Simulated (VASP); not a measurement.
# InGa2P3 (P-3m1) in VASP: a series of runs

InGa2P3 is run at these levels: PBE; tasks: relaxation of cell and atoms, single point.

Program: VASP 6.6.1. These are calculated values, not measurements. Logs are shortened: lines on timing, memory, paths and dates and some standing lists are left out, and cuts for length are marked.

## 1. The cell of the first run

Symmetry: P-3m1, No. 164, trigonal system. The conventional cell has a = 3.867 Å, b = 3.867 Å, c = 9.473 Å, α = 90.00°, β = 90.00°, γ = 120.00°. In (site symmetry -3m) has 6 P at 2.73 Å within 3.6 Å. Ga (site symmetry 3m) has 6 P at 2.73 Å within 3.6 Å. Within 3.6 Å of P (site symmetry -3m) lie 6 Ga at 2.73 Å. Within 3.6 Å of P (site symmetry 3m) lie 3 Ga at 2.73 Å and 3 In at 2.73 Å.

## 2. Relaxation of cell and atoms, PBE

File INCAR:

```
ALGO     = Normal         # electronic algorithm
EDIFF    = 1E-6           # SCF threshold, eV
EDIFFG   = -0.04          # ionic threshold
ENCUT    = 600            # plane-wave cutoff, eV
GGA      = PE             # functional
IBRION   = 2              # ionic algorithm
ISIF     = 3              # what is computed and relaxed
ISMEAR   = 0              # smearing method
LASPH    = True           # aspherical terms in the spheres
LCHARG   = False          # write CHGCAR
LREAL    = False          # projectors in reciprocal space
LWAVE    = False          # write WAVECAR
NELM     = 60             # most SCF steps
NSW      = 90             # ionic steps
PREC     = Accurate       # precision mode
SIGMA    = 0.1            # smearing width, eV
```

File KPOINTS:

```
k-points
0
Gamma
  6 6 2
```

File POSCAR:

```
InGa2P3
1.0
    3.8674074100      0.0000000000      0.0000000000
   -1.9337037100      3.3492730700      0.0000000000
    0.0000000000      0.0000000000      9.4731747900
In Ga P
1 2 3
Direct
    0.0000000000      0.0000000000      0.0000000000
    0.3333333300      0.6666666700      0.6666666700
    0.6666666700      0.3333333300      0.3333333300
    0.0000000000      0.0000000000      0.5000000000
    0.3333333300      0.6666666700      0.1666666700
    0.6666666700      0.3333333300      0.8333333300
```

Potentials or basis: VASP PAW PBE potentials, release 64 (In_d, Ga_d, P).

Command:

```bash
> cat potpaw_PBE.64/In_d/POTCAR potpaw_PBE.64/Ga_d/POTCAR potpaw_PBE.64/P/POTCAR > POTCAR
> mpirun -np 1 vasp_std > vasp.out
```

OUTCAR:

```text
EDIFF = 1E-6
   EDIFFG = -0.04
   ENCUT = 600
   GGA = PE
   IBRION = 2
   ISIF = 3
   ISMEAR = 0
   LASPH = True
   LREAL = False
   NELM = 60
   NSW = 90
   PREC = Accurate

 ion  position               nearest neighbor table
   1  0.000  0.000  0.000-   5 2.73   6 2.73   6 2.73   5 2.73   6 2.73   5 2.73
   2  0.333  0.667  0.667-   6 2.73   6 2.73   4 2.73   6 2.73   4 2.73   4 2.73
   3  0.667  0.333  0.333-   5 2.73   5 2.73   4 2.73   5 2.73   4 2.73   4 2.73
   4  0.000  0.000  0.500-   2 2.73   3 2.73   3 2.73   2 2.73   3 2.73   2 2.73
   5  0.333  0.667  0.167-   3 2.73   3 2.73   1 2.73   3 2.73   1 2.73   1 2.73
   6  0.667  0.333  0.833-   2 2.73   2 2.73   1 2.73   2 2.73   1 2.73   1 2.73

  LATTYP: Found a hexagonal cell.
 ALAT       =     3.8674074100
 C/A-ratio  =     2.4494897449

  Lattice vectors:

 A1 = (   3.8674074100,   0.0000000000,   0.0000000000)
 A2 = (  -1.9337037100,   3.3492730700,   0.0000000000)
 A3 = (   0.0000000000,   0.0000000000,   9.4731747900)

Analysis of symmetry for initial positions (statically):
=====================================================================
 Subroutine PRICEL returns:
 Original cell was already a primitive cell.

 Routine SETGRP: Setting up the symmetry group for a
 hexagonal supercell.

 Subroutine GETGRP returns: Found 12 space group operations
 (whereof 12 operations were pure point group operations)
 out of a pool of 24 trial point group operations.

The static configuration has the point symmetry D_3d.

Analysis of symmetry for dynamics (positions and initial velocities):
=====================================================================
 Subroutine PRICEL returns:
 Original cell was already a primitive cell.

 Routine SETGRP: Setting up the symmetry group for a
 hexagonal supercell.

 Subroutine GETGRP returns: Found 12 space group operations
 (whereof 12 operations were pure point group operations)
 out of a pool of 24 trial point group operations.

The dynamic configuration has the point symmetry D_3d.

 Subroutine INISYM returns: Found 12 space group operations
 (whereof 12 operations are pure point group operations),
 and found     1 'primitive' translations

----------------------------------------------------------------------------------------

                                     Primitive cell

  volume of cell :     122.7061

  direct lattice vectors                    reciprocal lattice vectors
     3.867407410  0.000000000  0.000000000     0.258571155  0.149286126  0.000000000
    -1.933703710  3.349273070  0.000000000     0.000000000  0.298572251  0.000000000
     0.000000000  0.000000000  9.473174790     0.000000000  0.000000000  0.105561232

  length of vectors
     3.867407410  3.867407418  9.473174790     0.298572252  0.298572251  0.105561232

  position of ions in fractional coordinates (direct lattice)
     0.000000000  0.000000000  0.000000000
     0.333333330  0.666666670  0.666666670
     0.666666670  0.333333330  0.333333330
     0.000000000  0.000000000  0.500000000
     0.333333330  0.666666670  0.166666670
     0.666666670  0.333333330  0.833333330

  ion indices of the primitive-cell ions
   primitive index   ion index
                 1           1
                 2           2
                 3           3
                 4           4
                 5           5
                 6           6

----------------------------------------------------------------------------------------

 KPOINTS: k-points

Automatic generation of k-mesh.
 Grid dimensions read from file:
 generate k-points for:    6    6    2

 Generating k-lattice:

  Cartesian coordinates                     Fractional coordinates (reciprocal lattice)
     0.043095192  0.024881021  0.000000000     0.166666667  0.000000000  0.000000000
     0.000000000  0.049762042  0.000000000     0.000000000  0.166666667  0.000000000
     0.000000000  0.000000000  0.052780616     0.000000000  0.000000000  0.500000000

  Length of vectors
     0.049762042  0.049762042  0.052780616

  Shift w.r.t. Gamma in fractional coordinates (k-lattice)
     0.000000000  0.000000000  0.000000000

 Subroutine IBZKPT returns following result:
 ===========================================

 Found     14 irreducible k-points:

 Following reciprocal coordinates:
            Coordinates               Weight
  0.000000  0.000000  0.000000      1.000000
  0.166667 -0.000000  0.000000      6.000000
  0.333333 -0.000000  0.000000      6.000000
  0.500000  0.000000  0.000000      3.000000
  0.166667  0.166667  0.000000      6.000000
  0.333333  0.166667  0.000000     12.000000
  0.333333  0.333333  0.000000      2.000000
  0.000000  0.000000  0.500000      1.000000
  0.166667 -0.000000  0.500000      6.000000
  0.333333 -0.000000  0.500000      6.000000
  0.500000  0.000000  0.500000      3.000000
  0.166667  0.166667  0.500000      6.000000
  0.333333  0.166667  0.500000     12.000000
  0.333333  0.333333  0.500000      2.000000
   k-points           NKPTS =     14   k-points in BZ     NKDIM =     14   number of bands    NBANDS=     32
   number of dos      NEDOS =    301   number of ions     NIONS =      6
   total plane-waves  NPLWV =  81920
   dimension x,y,z NGX =    32 NGY =   32 NGZ =   80
   dimension x,y,z NGXF=    64 NGYF=   64 NGZF=  160
   ions per type =               1   2   3
   NGX,Y,Z   is equivalent  to a cutoff of  13.76, 13.76, 14.04 a.u.
   NGXF,Y,Z  is equivalent  to a cutoff of  27.51, 27.51, 28.08 a.u.
 SYSTEM =  unknown system
   PREC   = accura    normal or accurate (medium, high low for compatibility)
   ISTART =      0    job   : 0-new  1-cont  2-samecut
   ICHARG =      2    charge: 1-file 2-atom 10-const
   ISPIN  =      1    spin polarized calculation?
   LNONCOLLINEAR =      F non collinear calculations
   LSORBIT =      F    spin-orbit coupling
   LASPH  =      T    aspherical Exc in radial PAW
   ENCUT  =  600.0 eV  44.10 Ry    6.64 a.u.   7.72  7.72 18.92*2*pi/ulx,y,z
   NELM   =     60;   NELMIN=  2; NELMDL= -5     # of ELM steps
   EDIFF  = 0.1E-05   stopping-criterion for ELM
   LREAL  =      F    real-space projection
   EDIFFG = -.4E-01   stopping-criterion for IOM
   NSW    =     90    number of steps for IOM
   IBRION =      2    ionic relax: 0-MD 1-quasi-New 2-CG
   NFREE  =      1    steps in history (QN), initial steepest desc. (CG)
   ISIF   =      3    stress and relaxation
   ISYM   =      2    0-nonsym 1-usesym 2-fastsym
   POTIM  = 0.5000    time-step for ionic-motion
   TEBEG  =    0.0;   TEEND  =   0.0 temperature during run
   PSTRESS=    0.0 pullay stress
   NELECT =      54.0000    total number of electrons
   NUPDOWN=      -1.0000    fix difference up-down
   EMIN   =  10.00;   EMAX   =-10.00  energy-range for DOS
   EFERMI =   0.00;   METHOD = LEGACY
   ISMEAR =     0;   SIGMA  =   0.10  broadening in eV -4-tet -1-fermi 0-gaus
   EFERMI_NEDOS =   21; number of points for ismear=-14 and -15
   IALGO  =     38    algorithm
   IMIX   =      4    mixing-type and parameters
     AMIX     =   0.40;   BMIX     =  1.00
     AMIX_MAG =   1.60;   BMIX_MAG =  1.00
  volume/ion in A,a.u.               =      20.45       138.01
  Fermi-wavevector in a.u.,A,eV,Ry     =   1.245233  2.353150 21.097276  1.550606
  Thomas-Fermi vector in A             =   2.379465
   LORBIT       =      0    0 simple, 1 ext, 2 COOP (PROOUT), +10 PAW based schemes
   GGA     = PE    functional components
   LHFCALC =     F    Hartree Fock is set to
   AEXX    =    0.0000 exact exchange contribution
   IVDW    =     0    specifies the selected vdW correction
   LEPSILON=     F    determine dielectric tensor
   LRPA    =     F    only Hartree local field effects (RPA)
 conjugate gradient relaxation of ions
 non-spin polarized calculation
 Gauss-broadening in eV      SIGMA  =   0.10
  energy-cutoff  :      600.00
  volume of cell :      122.71
 maximum number of plane-waves:      4118
 NGX is ok and might be reduce to    32
   NGX = 15   NGY = 15   NGZ = 37

--------------------------------------- Ionic step        1  -------------------------------------------

 number of electron      54.0000008 magnetization

 Free energy of the ion-electron system (eV)
  ---------------------------------------------------
  ext. energy  EPLUGINS =         0.00000000
  ---------------------------------------------------
  free energy    TOTEN  =       -24.15157488 eV

  energy without entropy =      -24.14113199  energy(sigma->0) =      -24.14635344

------------------------ aborting loop because EDIFF is reached ----------------------------------------

  FORCE on cell =-STRESS in cart. coord.  units (eV):
  Direction    XX          YY          ZZ          XY          YZ          ZX
  --------------------------------------------------------------------------------------
  -------------------------------------------------------------------------------------
  Total       -4.8298671     -4.8298671     -3.8638620      0.0000000      0.0000000     -0.0000000
  in kB      -63.0637407    -63.0637410    -50.4505791      0.0000001      0.0000000     -0.0000000
  external PRESSURE =     -58.8593536 kB  Pullay stress =       0.0000000 kB
[... 101 lines left out ...]
  FREE ENERGIE OF THE ION-ELECTRON SYSTEM (eV)
  ---------------------------------------------------
  free  energy   TOTEN  =       -24.4301117498 eV

  energy  without entropy=      -24.4222972805  energy(sigma->0) =      -24.42620452

[... ionic steps 4 to 7 ...]

--------------------------------------- Ionic step        8  -------------------------------------------

 number of electron      53.9999994 magnetization

------------------------ aborting loop because EDIFF is reached ----------------------------------------

  FORCE on cell =-STRESS in cart. coord.  units (eV):
  Direction    XX          YY          ZZ          XY          YZ          ZX
  --------------------------------------------------------------------------------------
  -------------------------------------------------------------------------------------
  Total       -0.0448337     -0.0448337     -0.2886422      0.0000000     -0.0000000     -0.0000000
  in kB       -0.6468139     -0.6468139     -4.1642286      0.0000000     -0.0000000     -0.0000000
  external PRESSURE =      -1.8192855 kB  Pullay stress =       0.0000000 kB
[... 65 lines left out ...]
  energy  without entropy=      -24.5640559130  energy(sigma->0) =      -24.56738365

--------------------------------------- Ionic step       10  -------------------------------------------

 number of electron      53.9999996 magnetization

 Free energy of the ion-electron system (eV)
  ---------------------------------------------------
  ext. energy  EPLUGINS =         0.00000000
  ---------------------------------------------------
  free energy    TOTEN  =       -24.57135291 eV

  energy without entropy =      -24.56552566  energy(sigma->0) =      -24.56843929

 E-fermi :   6.7396     XC(G=0): -10.7645

 val. band max:        6.7387725327   @ k =   0.0000   0.0000   0.0000
 cond. band min:       6.8308879831   @ k =   0.5000   0.0000   0.5000
 fundamental gap:      0.0921154504
 Fermi energy:         6.7396256170

 k-point     1 :       0.0000    0.0000    0.0000
  band No.  band energies     occupation
      1      -7.9293      2.00000
      2      -7.9293      2.00000
      3      -7.9140      2.00000
      4      -7.9140      2.00000
      5      -7.8918      2.00000
      6      -7.8855      2.00000
[... 512 lines left out ...]
  FREE ENERGIE OF THE ION-ELECTRON SYSTEM (eV)
  ---------------------------------------------------
  free  energy   TOTEN  =       -24.5713529147 eV

  energy  without entropy=      -24.5655256637  energy(sigma->0) =      -24.56843929

 reached required accuracy - stopping structural energy minimisation
```

Run time: 5.7 min. Hardware: 1 thread of AMD EPYC 9R45 (Zen 5), shared host; peak memory 0.29 GiB.

Results:

```
Free energy                           : -24.5714 eV
Relaxed volume                        : 18.49 Å³/atom
Relaxed cell                          : a = 3.717 Å, b = 3.717 Å, c = 9.270 Å, α = 90.00°, β = 90.00°, γ = 120.00°
Space group after relaxing (to 0.1 Å) : P-3m1 (No. 164)
Energy gained by relaxing             : 70.0 meV/atom
Ionic steps                           : 10
Pressure after relaxing               : -0.1 GPa
Largest force after relaxing          : 0.033 eV/Å
Band gap on the k mesh                : zero (bands 27 and 28 overlap by 1.09 eV)
```

Forces on the atoms (eV/Å):
```
In   0.000  0.000  0.000
Ga   0.000  0.000 -0.033
Ga   0.000  0.000  0.033
P    0.000  0.000  0.000
P    0.000  0.000  0.014
P    0.000  0.000 -0.014
```

Step by step:
```tsv
step	energy change (eV)	largest force (eV/Å)	pressure (GPa)	volume (Å³)
1	0.0000	0.7410	-5.89	122.71
2	-0.2774	0.9094	1.43	109.84
3	-0.2785	0.9025	0.97	110.48
4	-0.3551	0.5914	0.84	110.15
5	-0.4128	0.1002	1.01	109.54
6	-0.4152	0.0600	-1.04	112.04
7	-0.4179	0.0762	-0.06	111.00
8	-0.4179	0.0743	-0.18	111.05
9	-0.4191	0.0557	-0.11	111.00
10	-0.4198	0.0327	-0.08	110.94
```

Final structure:
```cif
data_structure
_symmetry_space_group_name_H-M 'P 1'
_symmetry_Int_Tables_number 1
_cell_length_a 3.7174
_cell_length_b 3.7174
_cell_length_c 9.2703
_cell_angle_alpha 90.000
_cell_angle_beta 90.000
_cell_angle_gamma 120.000
_cell_volume 110.94
loop_
_atom_site_label
_atom_site_type_symbol
_atom_site_fract_x
_atom_site_fract_y
_atom_site_fract_z
_atom_site_occupancy
In1 In 0.00000 0.00000 0.00000 1
Ga1 Ga 0.33333 0.66667 0.66166 1
Ga2 Ga 0.66667 0.33333 0.33834 1
P1 P 0.00000 0.00000 0.50000 1
P2 P 0.33333 0.66667 0.18621 1
P3 P 0.66667 0.33333 0.81379 1
```

Caveat: spin-orbit coupling is left out, which moves the levels of the heavy elements.

[end of part 1 of 2]

The gap in the log of VASP goes by the Fermi energy; the results here count the filled bands.